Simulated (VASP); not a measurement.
# LiCl (P6_3/mmc) in VASP: further runs, part 2 of 2

VASP 6.6.1. Earlier steps stand in the parts before.

**4. Single point, r2SCAN**

Input file POSCAR:

```
LiCl
1.0
    4.1618735962      0.0000000000      0.0000000000
   -2.0809367981      3.6042882617      0.0000000000
    0.0000000000      0.0000000000      5.2325458524
Li Cl
2 2
Direct
    0.3333333333      0.6666666667      0.2500000000
    0.6666666667      0.3333333333      0.7500000000
    0.6666666667      0.3333333333      0.2500000000
    0.3333333333      0.6666666667      0.7500000000
```

Input file INCAR.step1:

```
SYSTEM = LiCl
ALGO = Normal ; EDIFF = 1E-4
ENCUT = 520 ; GGA = PE
ISMEAR = 0 ; LASPH = .TRUE.
LCHARG = .FALSE. ; LREAL = .FALSE.
LWAVE = .TRUE. ; NBANDS = 18
NELM = 100 ; PREC = Accurate
SIGMA = 0.01
```

Input file INCAR.step2:

```
SYSTEM = LiCl
ALGO = Normal ; EDIFF = 1E-7
ENCUT = 520 ; ISIF = 2
ISMEAR = 0 ; ISTART = 1
LASPH = .TRUE. ; LCHARG = .FALSE.
LMIXTAU = .TRUE. ; LREAL = .FALSE.
LWAVE = .FALSE. ; METAGGA = R2SCAN
NBANDS = 18 ; NELM = 100
PREC = Accurate ; SIGMA = 0.01
```

Input file KPOINTS:

```
k-points
0
G
  6 6 4
  0 0 0
```

Potentials or basis: VASP PAW PBE potentials, release 64 (Li_sv, Cl).

Launch:

```bash
cat potpaw_PBE.64/Li_sv/POTCAR potpaw_PBE.64/Cl/POTCAR > POTCAR
cp INCAR.step1 INCAR
mpirun -np 1 vasp_std > vasp.out
cp INCAR.step2 INCAR
mpirun -np 1 vasp_std > vasp.out
```

OUTCAR:

```text
SYSTEM = LiCl
   EDIFF = 1E-7
   ENCUT = 520
   ISIF = 2
   ISMEAR = 0
   ISTART = 1
   LASPH = .TRUE.
   LREAL = .FALSE.
   METAGGA = R2SCAN
   NELM = 100
   PREC = Accurate

 ion  position               nearest neighbor table
   1  0.333  0.667  0.250-   3 2.40   3 2.40   3 2.40   4 2.62   4 2.62
   2  0.667  0.333  0.750-   4 2.40   4 2.40   4 2.40   3 2.62   3 2.62
   3  0.667  0.333  0.250-   1 2.40   1 2.40   1 2.40   2 2.62   2 2.62
   4  0.333  0.667  0.750-   2 2.40   2 2.40   2 2.40   1 2.62   1 2.62

  LATTYP: Found a hexagonal cell.
 ALAT       =     4.1618735962
 C/A-ratio  =     1.2572572740

  Lattice vectors:

 A1 = (   4.1618735962,   0.0000000000,   0.0000000000)
 A2 = (  -2.0809367981,   3.6042882617,   0.0000000000)
 A3 = (   0.0000000000,   0.0000000000,   5.2325458524)

Analysis of symmetry for initial positions (statically):
=====================================================================
 Subroutine PRICEL returns:
 Original cell was already a primitive cell.

 Routine SETGRP: Setting up the symmetry group for a
 hexagonal supercell.

 Subroutine GETGRP returns: Found 24 space group operations
 (whereof 12 operations were pure point group operations)
 out of a pool of 24 trial point group operations.

The static configuration has the point symmetry D_3d.
 The point group associated with its full space group is D_6h.

Analysis of symmetry for dynamics (positions and initial velocities):
=====================================================================
 Subroutine PRICEL returns:
 Original cell was already a primitive cell.

 Routine SETGRP: Setting up the symmetry group for a
 hexagonal supercell.

 Subroutine GETGRP returns: Found 24 space group operations
 (whereof 12 operations were pure point group operations)
 out of a pool of 24 trial point group operations.

The dynamic configuration has the point symmetry D_3d.
 The point group associated with its full space group is D_6h.

 Subroutine INISYM returns: Found 24 space group operations
 (whereof 12 operations are pure point group operations),
 and found     1 'primitive' translations

----------------------------------------------------------------------------------------

                                     Primitive cell

  volume of cell :      78.4913

  direct lattice vectors                    reciprocal lattice vectors
     4.161873596  0.000000000  0.000000000     0.240276399  0.138723644  0.000000000
    -2.080936798  3.604288262  0.000000000     0.000000000  0.277447287  0.000000000
     0.000000000  0.000000000  5.232545852     0.000000000  0.000000000  0.191111560

  length of vectors
     4.161873596  4.161873596  5.232545852     0.277447287  0.277447287  0.191111560

  position of ions in fractional coordinates (direct lattice)
     0.333333333  0.666666667  0.250000000
     0.666666667  0.333333333  0.750000000
     0.666666667  0.333333333  0.250000000
     0.333333333  0.666666667  0.750000000

  ion indices of the primitive-cell ions
   primitive index   ion index
                 1           1
                 2           2
                 3           3
                 4           4

----------------------------------------------------------------------------------------
[... 26 lines left out ...]
            Coordinates               Weight
  0.000000  0.000000  0.000000      1.000000
  0.166667  0.000000  0.000000      6.000000
  0.333333  0.000000  0.000000      6.000000
  0.500000  0.000000  0.000000      3.000000
  0.166667  0.166667  0.000000      6.000000
  0.333333  0.166667  0.000000     12.000000
[... 13 lines left out ...]
  0.333333  0.166667  0.500000     12.000000
  0.333333  0.333333  0.500000      2.000000
   k-points           NKPTS =     21   k-points in BZ     NKDIM =     21   number of bands    NBANDS=     18
   number of dos      NEDOS =    301   number of ions     NIONS =      4
   total plane-waves  NPLWV =  40960
   dimension x,y,z NGX =    32 NGY =   32 NGZ =   40
   dimension x,y,z NGXF=    64 NGYF=   64 NGZF=   80
   ions per type =               2   2
   NGX,Y,Z   is equivalent  to a cutoff of  12.78, 12.78, 12.71 a.u.
   NGXF,Y,Z  is equivalent  to a cutoff of  25.56, 25.56, 25.42 a.u.
 SYSTEM =  LiCl
   PREC   = accura    normal or accurate (medium, high low for compatibility)
   ISTART =      1    job   : 0-new  1-cont  2-samecut
   ICHARG =      0    charge: 1-file 2-atom 10-const
   ISPIN  =      1    spin polarized calculation?
   LNONCOLLINEAR =      F non collinear calculations
   LSORBIT =      F    spin-orbit coupling
   LASPH  =      T    aspherical Exc in radial PAW
   ENCUT  =  520.0 eV  38.22 Ry    6.18 a.u.   7.74  7.74  9.73*2*pi/ulx,y,z
   NELM   =    100;   NELMIN=  2; NELMDL=  0     # of ELM steps
   EDIFF  = 0.1E-06   stopping-criterion for ELM
   LREAL  =      F    real-space projection
   EDIFFG = 0.1E-05   stopping-criterion for IOM
   NSW    =      0    number of steps for IOM
   IBRION =     -1    ionic relax: 0-MD 1-quasi-New 2-CG
   NFREE  =      0    steps in history (QN), initial steepest desc. (CG)
   ISIF   =      2    stress and relaxation
   ISYM   =      2    0-nonsym 1-usesym 2-fastsym
   POTIM  = 0.5000    time-step for ionic-motion
   TEBEG  =    0.0;   TEEND  =   0.0 temperature during run
   PSTRESS=    0.0 pullay stress
   NELECT =      20.0000    total number of electrons
   NUPDOWN=      -1.0000    fix difference up-down
   EMIN   =  10.00;   EMAX   =-10.00  energy-range for DOS
   EFERMI =   0.00;   METHOD = LEGACY
   ISMEAR =     0;   SIGMA  =   0.01  broadening in eV -4-tet -1-fermi 0-gaus
   EFERMI_NEDOS =   21; number of points for ismear=-14 and -15
   IALGO  =     38    algorithm
   IMIX   =      4    mixing-type and parameters
     AMIX     =   0.40;   BMIX     =  1.00
     AMIX_MAG =   1.60;   BMIX_MAG =  1.00
  volume/ion in A,a.u.               =      19.62       132.42
  Fermi-wavevector in a.u.,A,eV,Ry     =   1.037873  1.961296 14.655938  1.077181
  Thomas-Fermi vector in A             =   2.172331
   LORBIT       =      0    0 simple, 1 ext, 2 COOP (PROOUT), +10 PAW based schemes
   METAGGA = R2SCAN    functional components
   LHFCALC =     F    Hartree Fock is set to
   AEXX    =    0.0000 exact exchange contribution
   IVDW    =     0    specifies the selected vdW correction
   LEPSILON=     F    determine dielectric tensor
   LRPA    =     F    only Hartree local field effects (RPA)
 non-spin polarized calculation
 Gauss-broadening in eV      SIGMA  =   0.01
  energy-cutoff  :      520.00
  volume of cell :       78.49
 maximum number of plane-waves:      2149
 NGX is ok and might be reduce to    32
   NGX = 15   NGY = 15   NGZ = 19

 number of electron      19.9999992 magnetization

 Free energy of the ion-electron system (eV)
  ---------------------------------------------------
  ext. energy  EPLUGINS =         0.00000000
  ---------------------------------------------------
  free energy    TOTEN  =       -25.10030272 eV

  energy without entropy =      -25.10030272  energy(sigma->0) =      -25.10030272

 E-fermi :  -0.6759     XC(G=0):  -8.3358

 val. band max:       -0.7351850105   @ k =   0.0000   0.0000   0.0000
 cond. band min:       5.6174564217   @ k =   0.0000   0.0000   0.0000
 fundamental gap:      6.3526414322
 Fermi energy:        -0.6758535474

 k-point     1 :       0.0000    0.0000    0.0000
  band No.  band energies     occupation
      1     -45.5734      2.00000
      2     -45.5699      2.00000
      3     -14.6782      2.00000
      4     -13.9260      2.00000
      5      -3.5741      2.00000
      6      -2.1495      2.00000
[... 418 lines left out ...]
      5      -3.0910      2.00000
      6      -3.0910      2.00000
[... 10 lines left out ...]
     17      12.2006      0.00000
     18      12.2007      0.00000

------------------------ aborting loop because EDIFF is reached ----------------------------------------

  FORCE on cell =-STRESS in cart. coord.  units (eV):
  Direction    XX          YY          ZZ          XY          YZ          ZX
  --------------------------------------------------------------------------------------
  -------------------------------------------------------------------------------------
  Total       -0.2275942     -0.2275942     -0.2073284      0.0000000      0.0000000      0.0000000
  in kB       -4.6456901     -4.6456901     -4.2320219      0.0000000      0.0000000      0.0000000
  external PRESSURE =      -4.5078007 kB  Pullay stress =       0.0000000 kB

 VOLUME and BASIS-vectors are now :
 -----------------------------------------------------------------------------
  energy-cutoff  :      520.00
  volume of cell :       78.49
      direct lattice vectors                 reciprocal lattice vectors
     4.161873596  0.000000000  0.000000000     0.240276399  0.138723644  0.000000000
    -2.080936798  3.604288262  0.000000000     0.000000000  0.277447287  0.000000000
     0.000000000  0.000000000  5.232545852     0.000000000  0.000000000  0.191111560

 POSITION                                       TOTAL-FORCE (eV/Angst)
 -----------------------------------------------------------------------------------
     -0.00000      2.40286      1.30814         0.000000      0.000000      0.000000
      2.08094      1.20143      3.92441        -0.000000      0.000000      0.000000
      2.08094      1.20143      1.30814        -0.000000      0.000000     -0.000000
     -0.00000      2.40286      3.92441        -0.000000     -0.000000     -0.000000
 -----------------------------------------------------------------------------------
    total drift:                               -0.000000      0.000000      0.000000

  FREE ENERGIE OF THE ION-ELECTRON SYSTEM (eV)
  ---------------------------------------------------
  free  energy   TOTEN  =       -25.1003027212 eV

  energy  without entropy=      -25.1003027212  energy(sigma->0) =      -25.10030272
```

Run time: 50 s. Hardware: 1 thread of Intel Xeon 6975P-C (Granite Rapids), shared host; peak memory 0.2 GiB.

What came out:

| Item | Value |
| --- | --- |
| Free energy | -25.1003 eV |
| Band gap on the k mesh | 6.35 eV |

Caveat: the cutoff is under 1.25 times the usual one of these potentials, so pressure, stress and relaxed cells hold a basis-set (Pulay) error; the PAW data sets were made with another functional, which shifts forces and pressure a little.

**5. The runs side by side**

```csv
level,potentials or basis,gap on the mesh (eV)
PBE,"VASP PAW PBE potentials, release 64 (Li_sv, Cl)",5.66
LDA,"VASP PAW LDA potentials, release 64 (Li_sv, Cl)",5.26
r2SCAN,"VASP PAW PBE potentials, release 64 (Li_sv, Cl)",6.35
```

Alike in all rows: task single point; no spin polarisation; cell as given; k mesh 6 × 6 × 4; cutoff (eV) 520; smearing gaussian 0.01 eV.

Caveats: the cutoff is under 1.25 times the usual one of these potentials, so pressure, stress and relaxed cells hold a basis-set (Pulay) error; the PAW data sets were made with another functional, which shifts forces and pressure a little (at least some runs).

Total energies depend on the potentials used, so only differences within one code and one set of settings carry meaning.
